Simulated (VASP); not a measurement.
# SiO2 (I-42d) in VASP: a series of runs

Runs on SiO2. Level: PBE. Tasks: electric field gradients.

Everything below comes from runs of VASP 6.6.1. Logs are shortened: lines on timing, memory, paths and dates and some standing lists are left out, and cuts for length are marked.

## 1. The cell of the first run

Symmetry: I-42d, No. 122, tetragonal system. Conventional cell: a = 4.748 Å, b = 4.748 Å, c = 7.488 Å, α = 90.00°, β = 90.00°, γ = 90.00°. Within 2.2 Å of Si (site symmetry -4) lie 4 O at 1.63 Å. O (site symmetry 2) has 2 Si at 1.63 Å within 2.2 Å.

## 2. Electric field gradients, PBE

INCAR

```
PREC = Accurate
ENCUT = 520
EDIFF = 1E-8
ISMEAR = -1
SIGMA = 0.02
LREAL = False
LASPH = True
NELM = 100
ALGO = Normal
ISIF = 2
LWAVE = False
LCHARG = False
GGA = PE
LEFG = True
NBANDS = 25
```

KPOINTS

```
Automatic mesh
0
Gamma
  6 6 6
```

POSCAR

```
SiO2
1.0
   -2.3740500000      2.3740500000      3.7440000000
    2.3740500000     -2.3740500000      3.7440000000
    2.3740500000      2.3740500000     -3.7440000000
Si O
2 4
Direct
    0.0000000000      0.0000000000      0.0000000000
    0.7500000000      0.2500000000      0.5000000000
    1.0014241066      0.6250000000      0.8764241066
    0.3750000000      0.2514241066      0.3764241066
    0.7485758934      0.1250000000      0.1235758934
    0.8750000000     -0.0014241066      0.6235758934
```

Potentials or basis: VASP PAW PBE potentials, release 64 (Si, O).

Command:

```sh
> cat potpaw_PBE.64/Si/POTCAR potpaw_PBE.64/O/POTCAR > POTCAR
> mpirun -np 1 vasp_std > vasp.out
```

OUTCAR:

```text
PREC = Accurate
   ENCUT = 520
   EDIFF = 1E-8
   ISMEAR = -1
   LREAL = False
   LASPH = True
   NELM = 100
   ISIF = 2
   GGA = PE

 ion  position               nearest neighbor table
   1  0.000  0.000  0.000-   3 1.63   5 1.63   6 1.63   4 1.63   2 3.02   2 3.02   2 3.02   2 3.02

   2  0.750  0.250  0.500-   4 1.63   5 1.63   6 1.63   3 1.63   1 3.02   1 3.02   1 3.02   1 3.02

   3  0.001  0.625  0.876-   1 1.63   2 1.63
   4  0.375  0.251  0.376-   2 1.63   1 1.63
   5  0.749  0.125  0.124-   1 1.63   2 1.63
   6  0.875  0.999  0.624-   1 1.63   2 1.63

  LATTYP: Found a body centered tetragonal cell.
 ALAT       =     4.7481000000
 C/A-ratio  =     1.5770518734

  Lattice vectors:

 A1 = (  -2.3740500000,   2.3740500000,   3.7440000000)
 A2 = (   2.3740500000,  -2.3740500000,   3.7440000000)
 A3 = (   2.3740500000,   2.3740500000,  -3.7440000000)

Analysis of symmetry for initial positions (statically):
=====================================================================
 Subroutine PRICEL returns:
 Original cell was already a primitive cell.

 Routine SETGRP: Setting up the symmetry group for a
 body centered tetragonal supercell.

 Subroutine GETGRP returns: Found  8 space group operations
 (whereof  4 operations were pure point group operations)
 out of a pool of 16 trial point group operations.

The static configuration has the point symmetry S_4 .
 The point group associated with its full space group is D_2d.

Analysis of symmetry for dynamics (positions and initial velocities):
=====================================================================
 Subroutine PRICEL returns:
 Original cell was already a primitive cell.

 Routine SETGRP: Setting up the symmetry group for a
 body centered tetragonal supercell.

 Subroutine GETGRP returns: Found  8 space group operations
 (whereof  4 operations were pure point group operations)
 out of a pool of 16 trial point group operations.

The dynamic configuration has the point symmetry S_4 .
 The point group associated with its full space group is D_2d.

 Subroutine INISYM returns: Found  8 space group operations
 (whereof  4 operations are pure point group operations),
 and found     1 'primitive' translations

----------------------------------------------------------------------------------------

                                     Primitive cell

  volume of cell :      84.4064

  direct lattice vectors                    reciprocal lattice vectors
    -2.374050000  2.374050000  3.744000000     0.000000000  0.210610560  0.133547009
     2.374050000 -2.374050000  3.744000000     0.210610560  0.000000000  0.133547009
     2.374050000  2.374050000 -3.744000000     0.210610560  0.210610560  0.000000000

  length of vectors
     5.028892801  5.028892801  5.028892801     0.249382460  0.249382460  0.297848310

  position of ions in fractional coordinates (direct lattice)
     0.000000000  0.000000000  0.000000000
     0.750000000  0.250000000  0.500000000
     0.001424107  0.625000000  0.876424107
     0.375000000  0.251424107  0.376424107
     0.748575893  0.125000000  0.123575893
     0.875000000  0.998575893  0.623575893

  ion indices of the primitive-cell ions
   primitive index   ion index
                 1           1
                 2           2
                 3           3
                 4           4
                 5           5
                 6           6

----------------------------------------------------------------------------------------

 KPOINTS: Automatic mesh

Automatic generation of k-mesh.
 Grid dimensions read from file:
 generate k-points for:    6    6    6

 Generating k-lattice:

  Cartesian coordinates                     Fractional coordinates (reciprocal lattice)
     0.000000000  0.035101760  0.022257835     0.166666667  0.000000000  0.000000000
     0.035101760  0.000000000  0.022257835     0.000000000  0.166666667  0.000000000
     0.035101760  0.035101760  0.000000000     0.000000000  0.000000000  0.166666667

  Length of vectors
     0.041563743  0.041563743  0.049641385

  Shift w.r.t. Gamma in fractional coordinates (k-lattice)
     0.000000000  0.000000000  0.000000000

 Subroutine IBZKPT returns following result:
 ===========================================

 Found     30 irreducible k-points:

 Following reciprocal coordinates:
            Coordinates               Weight
  0.000000  0.000000  0.000000      1.000000
  0.166667  0.000000  0.000000      8.000000
  0.333333 -0.000000  0.000000      8.000000
  0.500000  0.000000  0.000000      4.000000
  0.166667  0.166667  0.000000      8.000000
  0.333333  0.166667  0.000000     16.000000
[... 16 lines left out ...]
 -0.333333 -0.333333  0.166667      8.000000
 -0.166667 -0.333333  0.166667      8.000000
 [... further k-points ...]
   k-points           NKPTS =     30   k-points in BZ     NKDIM =     30   number of bands    NBANDS=     25
   number of dos      NEDOS =    301   number of ions     NIONS =      6
   total plane-waves  NPLWV =  64000
   dimension x,y,z NGX =    40 NGY =   40 NGZ =   40
   dimension x,y,z NGXF=    80 NGYF=   80 NGZF=   80
   ions per type =               2   4
   NGX,Y,Z   is equivalent  to a cutoff of  13.22, 13.22, 13.22 a.u.
   NGXF,Y,Z  is equivalent  to a cutoff of  26.45, 26.45, 26.45 a.u.
 SYSTEM =  unknown system
   PREC   = accura    normal or accurate (medium, high low for compatibility)
   ISTART =      0    job   : 0-new  1-cont  2-samecut
   ICHARG =      2    charge: 1-file 2-atom 10-const
   ISPIN  =      1    spin polarized calculation?
   LNONCOLLINEAR =      F non collinear calculations
   LSORBIT =      F    spin-orbit coupling
   LASPH  =      T    aspherical Exc in radial PAW
   ENCUT  =  520.0 eV  38.22 Ry    6.18 a.u.   9.35  9.35  9.35*2*pi/ulx,y,z
   NELM   =    100;   NELMIN=  2; NELMDL= -5     # of ELM steps
   EDIFF  = 0.1E-07   stopping-criterion for ELM
   LREAL  =      F    real-space projection
   EDIFFG = 0.1E-06   stopping-criterion for IOM
   NSW    =      0    number of steps for IOM
   IBRION =     -1    ionic relax: 0-MD 1-quasi-New 2-CG
   NFREE  =      0    steps in history (QN), initial steepest desc. (CG)
   ISIF   =      2    stress and relaxation
   ISYM   =      2    0-nonsym 1-usesym 2-fastsym
   POTIM  = 0.5000    time-step for ionic-motion
   TEBEG  =    0.0;   TEEND  =   0.0 temperature during run
   PSTRESS=    0.0 pullay stress
   NELECT =      32.0000    total number of electrons
   NUPDOWN=      -1.0000    fix difference up-down
   EMIN   =  10.00;   EMAX   =-10.00  energy-range for DOS
   EFERMI =   0.00;   METHOD = LEGACY
   ISMEAR =    -1;   SIGMA  =   0.02  broadening in eV -4-tet -1-fermi 0-gaus
   EFERMI_NEDOS =   21; number of points for ismear=-14 and -15
   IALGO  =     38    algorithm
   IMIX   =      4    mixing-type and parameters
     AMIX     =   0.40;   BMIX     =  1.00
     AMIX_MAG =   1.60;   BMIX_MAG =  1.00
  volume/ion in A,a.u.               =      14.07        94.93
  Fermi-wavevector in a.u.,A,eV,Ry     =   1.184858  2.239057 19.101062  1.403888
  Thomas-Fermi vector in A             =   2.321064
   LORBIT       =      0    0 simple, 1 ext, 2 COOP (PROOUT), +10 PAW based schemes
   GGA     = PE    functional components
   LHFCALC =     F    Hartree Fock is set to
   AEXX    =    0.0000 exact exchange contribution
   IVDW    =     0    specifies the selected vdW correction
   LEPSILON=     F    determine dielectric tensor
   LRPA    =     F    only Hartree local field effects (RPA)
 non-spin polarized calculation
  energy-cutoff  :      520.00
  volume of cell :       84.41
 maximum number of plane-waves:      2317
 NGX is ok and might be reduce to    40
   NGX = 19   NGY = 19   NGZ = 19

 number of electron      32.0000013 magnetization

 Free energy of the ion-electron system (eV)
  ---------------------------------------------------
  ext. energy  EPLUGINS =         0.00000000
  ---------------------------------------------------
  free energy    TOTEN  =       -47.39476496 eV

  energy without entropy =      -47.39476496  energy(sigma->0) =      -47.39476496

 E-fermi :   0.2676     XC(G=0):  -8.5643

 val. band max:       -0.1385349842   @ k =   0.0000   0.0000   0.0000
 cond. band min:       5.8721948532   @ k =   0.0000   0.0000   0.0000
 fundamental gap:      6.0107298374
 Fermi energy:         0.2675771672

 k-point     1 :       0.0000    0.0000    0.0000
  band No.  band energies     occupation
      1     -19.1835      2.00000
      2     -17.0799      2.00000
      3     -17.0734      2.00000
      4     -17.0734      2.00000
      5      -8.8463      2.00000
      6      -5.3490      2.00000
[... 17 lines left out ...]
     24      13.6814      0.00000
     25      14.0080      0.00000

 k-point     2 :       0.1667    0.0000    0.0000
  band No.  band energies     occupation
      1     -19.0968      2.00000
      2     -17.2150      2.00000
      3     -17.0917      2.00000
      4     -17.0714      2.00000
      5      -8.6538      2.00000
      6      -5.4316      2.00000
[... 17 lines left out ...]
     24      13.2799      0.00000
     25      13.8086      0.00000

 k-point     3 :       0.3333   -0.0000    0.0000
  band No.  band energies     occupation
      1     -18.8774      2.00000
      2     -17.5347      2.00000
      3     -17.1063      2.00000
      4     -17.0821      2.00000
      5      -8.2128      2.00000
      6      -5.6843      2.00000
[... 552 lines left out ...]
 k-point    23 :      -0.3333   -0.3333    0.1667
  band No.  band energies     occupation
      1     -18.6772      2.00000
      2     -17.7923      2.00000
      3     -17.1126      2.00000
      4     -17.1046      2.00000
      5      -7.7269      2.00000
      6      -6.0524      2.00000
[... 17 lines left out ...]
     24      13.2350      0.00000
     25      13.8125      0.00000

 k-point    24 :      -0.1667   -0.3333    0.1667
  band No.  band energies     occupation
      1     -18.8886      2.00000
      2     -17.5270      2.00000
      3     -17.0982      2.00000
      4     -17.0904      2.00000
      5      -8.1609      2.00000
      6      -5.6423      2.00000
[... 17 lines left out ...]
     24      13.3590      0.00000
     25      13.9026      0.00000

 [... further k-points ...]

------------------------ aborting loop because EDIFF is reached ----------------------------------------

  FORCE on cell =-STRESS in cart. coord.  units (eV):
  Direction    XX          YY          ZZ          XY          YZ          ZX
  --------------------------------------------------------------------------------------
  -------------------------------------------------------------------------------------
  Total        1.4938881      1.4938881      0.6161824      0.0000000      0.0000000      0.0000000
  in kB       28.3565304     28.3565304     11.6961868      0.0000000      0.0000000      0.0000000
  external PRESSURE =      22.8030825 kB  Pullay stress =       0.0000000 kB

 VOLUME and BASIS-vectors are now :
 -----------------------------------------------------------------------------
  energy-cutoff  :      520.00
  volume of cell :       84.41
      direct lattice vectors                 reciprocal lattice vectors
    -2.374050000  2.374050000  3.744000000     0.000000000  0.210610560  0.133547009
     2.374050000 -2.374050000  3.744000000     0.210610560  0.000000000  0.133547009
     2.374050000  2.374050000 -3.744000000     0.210610560  0.210610560  0.000000000

 POSITION                                       TOTAL-FORCE (eV/Angst)
 -----------------------------------------------------------------------------------
      0.00000      0.00000      0.00000        -0.000000      0.000000      0.000000
      0.00000      2.37405      1.87200        -0.000000      0.000000      0.000000
      3.56107      0.60027     -0.93600        -0.000000      0.000005     -0.000000
      0.60027      1.18702      0.93600         0.000005      0.000000     -0.000000
     -1.18702      1.77378      2.80800        -0.000000     -0.000005      0.000000
      1.77378      1.18702      4.68000        -0.000005      0.000000      0.000000
 -----------------------------------------------------------------------------------
    total drift:                                0.000003      0.000003      0.000003

  FREE ENERGIE OF THE ION-ELECTRON SYSTEM (eV)
  ---------------------------------------------------
  free  energy   TOTEN  =       -47.3947649644 eV

  energy  without entropy=      -47.3947649644  energy(sigma->0) =      -47.39476496

 Electric field gradients (V/A^2)
---------------------------------------------------------------------
 ion       V_xx      V_yy      V_zz      V_xy      V_xz      V_yz
---------------------------------------------------------------------
   1       2.717     2.717    -5.434    -0.000    -0.000    -0.000
   2       2.717     2.717    -5.434    -0.000    -0.000    -0.000
   3      28.299   -27.838    -0.461     0.003    70.774     0.003
   4     -27.838    28.299    -0.461     0.003     0.003    70.774
   5      28.299   -27.838    -0.461     0.003   -70.768     0.003
   6     -27.838    28.299    -0.461     0.003     0.003   -70.768
---------------------------------------------------------------------

 Electric field gradients after diagonalization (V/A^2)
 (convention: |V_zz| > |V_xx| > |V_yy|)
----------------------------------------------------------------------
 ion       V_xx      V_yy      V_zz     asymmetry (V_yy - V_xx)/ V_zz
----------------------------------------------------------------------
   1       2.718     2.717    -5.434       0.000
   2       2.718     2.717    -5.434       0.000
   3     -58.301   -27.838    86.139       0.354
   4     -58.301   -27.838    86.139       0.354
   5     -58.296   -27.838    86.134       0.354
   6     -58.296   -27.838    86.134       0.354
----------------------------------------------------------------------

           NMR quadrupolar parameters

 Cq : quadrupolar parameter    Cq=e*Q*V_zz/h
 eta: asymmetry parameters     (V_yy - V_xx)/ V_zz
 Q  : nuclear electric quadrupole moment in mb (millibarn)
----------------------------------------------------------------------
 ion       Cq(MHz)       eta       Q (mb)
----------------------------------------------------------------------
   1      -0.013       0.000       1.000
   2      -0.013       0.000       1.000
   3       0.208       0.354       1.000
   4       0.208       0.354       1.000
   5       0.208       0.354       1.000
   6       0.208       0.354       1.000
----------------------------------------------------------------------
```

Run time: 84 s. Hardware: 1 thread of AMD EPYC 7R43 (Zen 3), shared host; peak memory 0.2 GiB.

Results:

- Free energy: -47.3948 eV
- Pressure: 2.3 GPa
- Band gap on the k mesh: 6.01 eV, direct

Levels at points of the mesh, in eV from the valence-band top:
```csv
k point,band 13,band 14,band 15,band 16,band 17,band 18,band 19,band 20
"(0.00, 0.00, 0.00)",-1.27,-1.07,0.00,0.00,6.01,8.67,11.35,11.35
"(0.50, 0.00, 0.00)",-1.22,-0.66,-0.25,-0.18,8.34,9.26,10.08,10.18
"(0.50, 0.50, 0.00)",-0.70,-0.70,-0.22,-0.22,9.48,9.48,10.11,10.11
"(0.50, 0.50, 0.50)",-1.48,-1.48,-0.09,-0.09,9.04,9.04,9.61,9.61
```

Electric field gradients, principal values (V/Å²):
| atom | least | middle | greatest (by size) |
| --- | --- | --- | --- |
| 1 Si | 2.717 | 2.718 | -5.434 |
| 2 Si | 2.717 | 2.718 | -5.434 |
| 3 O | -27.838 | -58.301 | 86.139 |
| 4 O | -27.838 | -58.301 | 86.139 |
| 5 O | -27.838 | -58.296 | 86.134 |
| 6 O | -27.838 | -58.296 | 86.134 |

Caveat: without QUAD_EFG the Cq values of the log hold for a quadrupole moment of 1 mb, not for the nuclei.

(Continued in part 2 of 2.)
